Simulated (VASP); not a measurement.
# CdS (P6_3mc) in VASP: further runs

Aim: see how the results for CdS move with the level of theory and the settings. Levels: LDA, r2SCAN. Tasks: relaxation of cell and atoms, single point.

All numbers are computed with VASP 6.6.1; they aren't measurements. Logs are shortened: lines on timing, memory, paths and dates and some standing lists are left out, and cuts for length are marked.

### Step 1. The cell of the first run

The structure is hexagonal, space group P6_3mc (No. 186). Conventional cell: a = 4.150 Å, b = 4.150 Å, c = 6.737 Å, α = 90.00°, β = 90.00°, γ = 120.00°. Cd (site symmetry 3m) has 4 S at 2.53 to 2.54 Å within 3.3 Å. S (site symmetry 3m) has 4 Cd at 2.53 to 2.54 Å within 3.3 Å.

### Step 2. Relaxation of cell and atoms, LDA

The input, INCAR:

```
SYSTEM = CdS
ALGO     = Normal         ! electronic algorithm
EDIFF    = 1E-7           ! SCF threshold, eV
EDIFFG   = -0.01          ! ionic threshold
ENCUT    = 630            ! plane-wave cutoff, eV
GGA_COMPAT= .FALSE.      
IBRION   = 2              ! ionic algorithm
ISIF     = 3              ! what is computed and relaxed
ISMEAR   = -1             ! smearing method
LASPH    = .TRUE.         ! aspherical terms in the spheres
LCHARG   = .FALSE.        ! write CHGCAR
LREAL    = .FALSE.        ! projectors in reciprocal space
LWAVE    = .FALSE.        ! write WAVECAR
NELM     = 120            ! most SCF steps
NELMIN   = 4            
NSW      = 80             ! ionic steps
PREC     = Accurate       ! precision mode
SIGMA    = 0.02           ! smearing width, eV
```

The input, KPOINTS:

```
k-points
0
G
  6 6 4
  0 0 0
```

The input, POSCAR:

```
CdS
1.0
    4.1500000000      0.0000000000      0.0000000000
   -2.0750000000      3.5940054300      0.0000000000
    0.0000000000      0.0000000000      6.7370000000
Cd S
2 2
Direct
    0.3333333300      0.6666666700      0.0000000000
    0.6666666700      0.3333333300      0.5000000000
    0.3333333300      0.6666666700      0.3750000000
    0.6666666700      0.3333333300      0.8750000000
```

Potentials or basis: VASP PAW LDA potentials, release 64 (Cd_sv_GW, S).

Command:

```
cat potpaw_LDA.64/Cd_sv_GW/POTCAR potpaw_LDA.64/S/POTCAR > POTCAR
mpirun -np 1 vasp_std > vasp.out
```

OUTCAR:

```text
SYSTEM = CdS
   EDIFF = 1E-7
   EDIFFG = -0.01
   ENCUT = 630
   IBRION = 2
   ISIF = 3
   ISMEAR = -1
   LASPH = .TRUE.
   LREAL = .FALSE.
   NELM = 120
   NELMIN = 4
   NSW = 80
   PREC = Accurate

 ion  position               nearest neighbor table
   1  0.333  0.667  0.000-   3 2.53   4 2.54   4 2.54   4 2.54
   2  0.667  0.333  0.500-   4 2.53   3 2.54   3 2.54   3 2.54
   3  0.333  0.667  0.375-   1 2.53   2 2.54   2 2.54   2 2.54
   4  0.667  0.333  0.875-   2 2.53   1 2.54   1 2.54   1 2.54

  LATTYP: Found a hexagonal cell.
 ALAT       =     4.1500000000
 C/A-ratio  =     1.6233734940

  Lattice vectors:

 A1 = (   4.1500000000,   0.0000000000,   0.0000000000)
 A2 = (  -2.0750000000,   3.5940054300,   0.0000000000)
 A3 = (   0.0000000000,   0.0000000000,   6.7370000000)

Analysis of symmetry for initial positions (statically):
=====================================================================
 Subroutine PRICEL returns:
 Original cell was already a primitive cell.

 Routine SETGRP: Setting up the symmetry group for a
 hexagonal supercell.

 Subroutine GETGRP returns: Found 12 space group operations
 (whereof  6 operations were pure point group operations)
 out of a pool of 24 trial point group operations.

The static configuration has the point symmetry C_3v.
 The point group associated with its full space group is C_6v.

Analysis of symmetry for dynamics (positions and initial velocities):
=====================================================================
 Subroutine PRICEL returns:
 Original cell was already a primitive cell.

 Routine SETGRP: Setting up the symmetry group for a
 hexagonal supercell.

 Subroutine GETGRP returns: Found 12 space group operations
 (whereof  6 operations were pure point group operations)
 out of a pool of 24 trial point group operations.

The dynamic configuration has the point symmetry C_3v.
 The point group associated with its full space group is C_6v.

 Subroutine INISYM returns: Found 12 space group operations
 (whereof  6 operations are pure point group operations),
 and found     1 'primitive' translations

----------------------------------------------------------------------------------------

                                     Primitive cell

  volume of cell :     100.4832

  direct lattice vectors                    reciprocal lattice vectors
     4.150000000  0.000000000  0.000000000     0.240963855  0.139120547  0.000000000
[... 76 lines left out ...]
 SYSTEM =  CdS
   PREC   = accura    normal or accurate (medium, high low for compatibility)
   ISTART =      0    job   : 0-new  1-cont  2-samecut
   ICHARG =      2    charge: 1-file 2-atom 10-const
   ISPIN  =      1    spin polarized calculation?
   LNONCOLLINEAR =      F non collinear calculations
   LSORBIT =      F    spin-orbit coupling
   LASPH  =      T    aspherical Exc in radial PAW
   ENCUT  =  630.0 eV  46.30 Ry    6.80 a.u.   8.49  8.49 13.79*2*pi/ulx,y,z
   NELM   =    120;   NELMIN=  4; NELMDL= -5     # of ELM steps
   EDIFF  = 0.1E-06   stopping-criterion for ELM
   LREAL  =      F    real-space projection
   EDIFFG = -.1E-01   stopping-criterion for IOM
   NSW    =     80    number of steps for IOM
   IBRION =      2    ionic relax: 0-MD 1-quasi-New 2-CG
   NFREE  =      1    steps in history (QN), initial steepest desc. (CG)
   ISIF   =      3    stress and relaxation
   ISYM   =      2    0-nonsym 1-usesym 2-fastsym
   POTIM  = 0.5000    time-step for ionic-motion
   TEBEG  =    0.0;   TEEND  =   0.0 temperature during run
   PSTRESS=    0.0 pullay stress
   NELECT =      52.0000    total number of electrons
   NUPDOWN=      -1.0000    fix difference up-down
   EMIN   =  10.00;   EMAX   =-10.00  energy-range for DOS
   EFERMI =   0.00;   METHOD = LEGACY
   ISMEAR =    -1;   SIGMA  =   0.02  broadening in eV -4-tet -1-fermi 0-gaus
   EFERMI_NEDOS =   21; number of points for ismear=-14 and -15
   IALGO  =     38    algorithm
   IMIX   =      4    mixing-type and parameters
     AMIX     =   0.40;   BMIX     =  1.00
     AMIX_MAG =   1.60;   BMIX_MAG =  1.00
  volume/ion in A,a.u.               =      25.12       169.52
  Fermi-wavevector in a.u.,A,eV,Ry     =   1.314351  2.483764 23.504331  1.727520
  Thomas-Fermi vector in A             =   2.444610
   LORBIT       =      0    0 simple, 1 ext, 2 COOP (PROOUT), +10 PAW based schemes
   GGA     = CA    functional components
   LHFCALC =     F    Hartree Fock is set to
   AEXX    =    0.0000 exact exchange contribution
   IVDW    =     0    specifies the selected vdW correction
   LEPSILON=     F    determine dielectric tensor
   LRPA    =     F    only Hartree local field effects (RPA)
 conjugate gradient relaxation of ions
 non-spin polarized calculation
  energy-cutoff  :      630.00
  volume of cell :      100.48
 maximum number of plane-waves:      3657
 NGX is ok and might be reduce to    36
   NGX = 17   NGY = 17   NGZ = 27

--------------------------------------- Ionic step        1  -------------------------------------------

 number of electron      51.9999978 magnetization

 Free energy of the ion-electron system (eV)
  ---------------------------------------------------
  ext. energy  EPLUGINS =         0.00000000
  ---------------------------------------------------
  free energy    TOTEN  =       -14.85020164 eV

  energy without entropy =      -14.85020164  energy(sigma->0) =      -14.85020164

------------------------ aborting loop because EDIFF is reached ----------------------------------------

  FORCE on cell =-STRESS in cart. coord.  units (eV):
  Direction    XX          YY          ZZ          XY          YZ          ZX
  --------------------------------------------------------------------------------------
  -------------------------------------------------------------------------------------
  Total       -2.0896176     -2.0896176     -1.7328160      0.0000000      0.0000000      0.0000000
  in kB      -33.3183911    -33.3183912    -27.6292854      0.0000000      0.0000000      0.0000000
  external PRESSURE =     -31.4220226 kB  Pullay stress =       0.0000000 kB
[... 139 lines left out ...]
--------------------------------------- Ionic step        5  -------------------------------------------

 number of electron      52.0000003 magnetization

 Free energy of the ion-electron system (eV)
  ---------------------------------------------------
  ext. energy  EPLUGINS =         0.00000000
  ---------------------------------------------------
  free energy    TOTEN  =       -14.90191392 eV

  energy without entropy =      -14.90191392  energy(sigma->0) =      -14.90191392

 E-fermi :   3.5154     XC(G=0):  -9.8881

 val. band max:        3.0170909707   @ k =   0.0000   0.0000   0.0000
 cond. band min:       4.0595770613   @ k =   0.0000   0.0000   0.0000
 fundamental gap:      1.0424860906
 Fermi energy:         3.5154462101

 k-point     1 :       0.0000    0.0000    0.0000
  band No.  band energies     occupation
      1     -97.8124      2.00000
      2     -97.8124      2.00000
      3     -59.2019      2.00000
      4     -59.2018      2.00000
      5     -59.2018      2.00000
      6     -59.2017      2.00000
[... 734 lines left out ...]
  FREE ENERGIE OF THE ION-ELECTRON SYSTEM (eV)
  ---------------------------------------------------
  free  energy   TOTEN  =       -14.9019139178 eV

  energy  without entropy=      -14.9019139178  energy(sigma->0) =      -14.90191392

 reached required accuracy - stopping structural energy minimisation
```

OSZICAR:

```text
N       E                     dE             d eps       ncg     rms          rms(c)
DAV:   1     0.122007968952E+04    0.12201E+04   -0.32244E+04  1494   0.224E+03
DAV:   2     0.158944391908E+03   -0.10611E+04   -0.10087E+04  1310   0.921E+02
DAV:   3    -0.564304281922E+01   -0.16459E+03   -0.16202E+03  2085   0.373E+02
DAV:   4    -0.154522837632E+02   -0.98092E+01   -0.97724E+01  1927   0.128E+02
[... 50 lines left out ...]
DAV:   3    -0.149020151464E+02    0.70120E-03   -0.30587E-03  2396   0.122E+00    0.993E-02
DAV:   4    -0.149019244662E+02    0.90680E-04   -0.35028E-04  2566   0.303E-01    0.355E-02
DAV:   5    -0.149019140985E+02    0.10368E-04   -0.61147E-05  2283   0.105E-01    0.121E-02
DAV:   6    -0.149019139379E+02    0.16065E-06   -0.57171E-06  2569   0.481E-02    0.703E-03
DAV:   7    -0.149019139178E+02    0.20045E-07   -0.93201E-07  2184   0.143E-02
   5 F= -.14901914E+02 E0= -.14901914E+02  d E =-.945856E-04
```

CONTCAR:

```text
CdS
   1.00000000000000
     4.0752104551903541    0.0000000000000000    0.0000000000000000
    -2.0376052275951770    3.5292357840251176    0.0000000000000000
     0.0000000000000000   -0.0000000000000000    6.6441144681985502
  Cd              S
     2     2
Direct
     0.3333333300000021    0.6666666699999979    0.9995436282888440
     0.6666666699999979    0.3333333300000021    0.4995436282888440
     0.3333333300000021    0.6666666699999979    0.3754563717111560
     0.6666666699999979    0.3333333300000021    0.8754563717111560

  0.00000000E+00  0.00000000E+00  0.00000000E+00
  0.00000000E+00  0.00000000E+00  0.00000000E+00
  0.00000000E+00  0.00000000E+00  0.00000000E+00
  0.00000000E+00  0.00000000E+00  0.00000000E+00
```

Run time: 5.2 min. Hardware: 1 thread of Intel Xeon Platinum 8375C at 2.90GHz (Ice Lake), shared host; peak memory 0.26 GiB.

What came out:

* Free energy: -14.9019 eV
* Relaxed volume: 23.89 Å³/atom
* Relaxed cell: a = 4.075 Å, b = 4.075 Å, c = 6.644 Å, α = 90.00°, β = 90.00°, γ = 120.00°
* Space group after relaxing (to 0.1 Å): P6_3mc (No. 186)
* Energy gained by relaxing: 12.9 meV/atom
* Ionic steps: 5
* Pressure after relaxing: 0.0 GPa
* Band gap on the k mesh: 1.04 eV

Step by step:
| step | energy change (eV) | largest force (eV/Å) | pressure (GPa) | volume (Å³) |
| --- | --- | --- | --- | --- |
| 1 | 0.0000 | 0.0611 | -3.14 | 100.48 |
| 2 | -0.0420 | 0.0014 | 1.56 | 93.49 |
| 3 | -0.0516 | 0.0208 | 0.01 | 95.50 |
| 4 | -0.0516 | 0.0209 | 0.08 | 95.41 |
| 5 | -0.0517 | 0.0010 | -0.03 | 95.56 |

Final structure:
```
CELL_PARAMETERS angstrom
4.07521 0.00000 0.00000
-2.03761 3.52924 0.00000
0.00000 0.00000 6.64411
ATOMIC_POSITIONS crystal
Cd 0.33333 0.66667 0.99954
Cd 0.66667 0.33333 0.49954
S 0.33333 0.66667 0.37546
S 0.66667 0.33333 0.87546
```

As with any semilocal functional, this LDA gap is likely too small. Zero-point motion and thermal expansion aren't in these numbers.

### Step 3. Single point, r2SCAN

This run uses another cell than the first one, of 23.89 Å³/atom.

The input, POSCAR:

```
CdS
1.0
    4.0799693321      0.0000000029      0.0000000000
   -2.0399846685      3.5333570868      0.0000000000
    0.0000000000      0.0000000000      6.6289458000
Cd S
2 2
Direct
    0.3333333333      0.6666666667     -0.0009654500
    0.6666666667      0.3333333333      0.4990345500
    0.3333333333      0.6666666667      0.3759654500
    0.6666666667      0.3333333333      0.8759654500
```

The input, INCAR.step1:

```
SYSTEM = CdS
ALGO = Normal ; EDIFF = 1E-5
ENCUT = 700 ; GGA = PE
GGA_COMPAT = .FALSE. ; ISMEAR = -1
LASPH = .TRUE. ; LCHARG = .FALSE.
LREAL = .FALSE. ; LWAVE = .TRUE.
NBANDS = 34 ; NELM = 120
PREC = Accurate ; SIGMA = 0.02
```

The input, INCAR.step2:

```
SYSTEM = CdS
ALGO = Normal ; EDIFF = 1E-6
ENCUT = 700 ; GGA_COMPAT = .FALSE.
ISIF = 2 ; ISMEAR = -1
ISTART = 1 ; LASPH = .TRUE.
LCHARG = .TRUE. ; LELF = .TRUE.
LMIXTAU = .TRUE. ; LREAL = .FALSE.
LVHAR = .TRUE. ; LWAVE = .FALSE.
METAGGA = R2SCAN ; NBANDS = 34
NELM = 120 ; PREC = Accurate
SIGMA = 0.02
```

The input, KPOINTS:

```
k-points
0
G
  12 12 4
  0 0 0
```

Potentials or basis: VASP PAW PBE potentials, release 64 (Cd_sv_GW, S).

Command:

```
cat potpaw_PBE.64/Cd_sv_GW/POTCAR potpaw_PBE.64/S/POTCAR > POTCAR
cp INCAR.step1 INCAR
mpirun -np 1 vasp_std > vasp.out
cp INCAR.step2 INCAR
mpirun -np 1 vasp_std > vasp.out
```

OUTCAR:

```text
SYSTEM = CdS
   EDIFF = 1E-6
   ENCUT = 700
   ISIF = 2
   ISMEAR = -1
   ISTART = 1
   LASPH = .TRUE.
   LREAL = .FALSE.
   METAGGA = R2SCAN
   NELM = 120
   PREC = Accurate

 ion  position               nearest neighbor table
   1  0.333  0.667  0.999-   4 2.49   4 2.49   4 2.49   3 2.50
   2  0.667  0.333  0.499-   3 2.49   3 2.49   3 2.49   4 2.50
   3  0.333  0.667  0.376-   2 2.49   2 2.49   2 2.49   1 2.50
   4  0.667  0.333  0.876-   1 2.49   1 2.49   1 2.49   2 2.50

  LATTYP: Found a hexagonal cell.
 ALAT       =     4.0799693321
 C/A-ratio  =     1.6247538303

  Lattice vectors:
[... 1086 lines left out ...]
  --------------------------------------------------------------------------------------
  -------------------------------------------------------------------------------------
  Total        2.4306754      2.4306754      2.4404279      0.0000000      0.0000000      0.0000000
  in kB       40.7519743     40.7519743     40.9154809      0.0000000      0.0000000      0.0000000
  external PRESSURE =      40.8064765 kB  Pullay stress =       0.0000000 kB

 VOLUME and BASIS-vectors are now :
 -----------------------------------------------------------------------------
  energy-cutoff  :      700.00
  volume of cell :       95.56
      direct lattice vectors                 reciprocal lattice vectors
     4.079969332  0.000000003  0.000000000     0.245099881  0.141508483  0.000000000
    -2.039984668  3.533357087  0.000000000    -0.000000000  0.283016965  0.000000000
     0.000000000  0.000000000  6.628945800     0.000000000  0.000000000  0.150853549

 POSITION                                       TOTAL-FORCE (eV/Angst)
 -----------------------------------------------------------------------------------
     -0.00000      2.35557      6.62255        -0.000000      0.000000      0.002858
      2.03998      1.17779      3.30807         0.000000     -0.000000      0.002858
     -0.00000      2.35557      2.49225        -0.000000      0.000000     -0.002858
      2.03998      1.17779      5.80673         0.000000      0.000000     -0.002858
 -----------------------------------------------------------------------------------
    total drift:                               -0.000001      0.000000      0.001010

  FREE ENERGIE OF THE ION-ELECTRON SYSTEM (eV)
  ---------------------------------------------------
  free  energy   TOTEN  =       -59.4380662400 eV

  energy  without entropy=      -59.4380662400  energy(sigma->0) =      -59.43806624
```

OUTCAR.step1:

```text
SYSTEM = CdS
   EDIFF = 1E-5
   ENCUT = 700
   GGA = PE
   ISMEAR = -1
   LASPH = .TRUE.
   LREAL = .FALSE.
   NELM = 120
[... 1117 lines left out ...]
      2.03998      1.17779      3.30807         0.000000     -0.000000      0.004462
     -0.00000      2.35557      2.49225         0.000000      0.000000     -0.004462
      2.03998      1.17779      5.80673         0.000000      0.000000     -0.004462
 -----------------------------------------------------------------------------------
    total drift:                               -0.000001      0.000000      0.000528

  FREE ENERGIE OF THE ION-ELECTRON SYSTEM (eV)
  ---------------------------------------------------
  free  energy   TOTEN  =       -12.3128336666 eV

  energy  without entropy=      -12.3128336666  energy(sigma->0) =      -12.31283367
```

Wall time 29 min (1 thread of AMD EPYC 7R43 (Zen 3), shared host); peak memory 0.45 GiB.

What came out:

| Quantity | Value |
| --- | --- |
| Free energy | -59.4381 eV |
| Pressure | 4.1 GPa |
| Band gap on the k mesh | 1.78 eV |

Forces on the atoms (eV/Å):
```
Cd   0.000  0.000  0.003
Cd   0.000  0.000  0.003
S    0.000  0.000 -0.003
S    0.000  0.000 -0.003
```

Caveat: the cell stands under pressure; the PAW data sets were made with another functional, which shifts forces and pressure a little. r2SCAN opens gaps a little over a GGA but as a rule still falls short of measured ones.
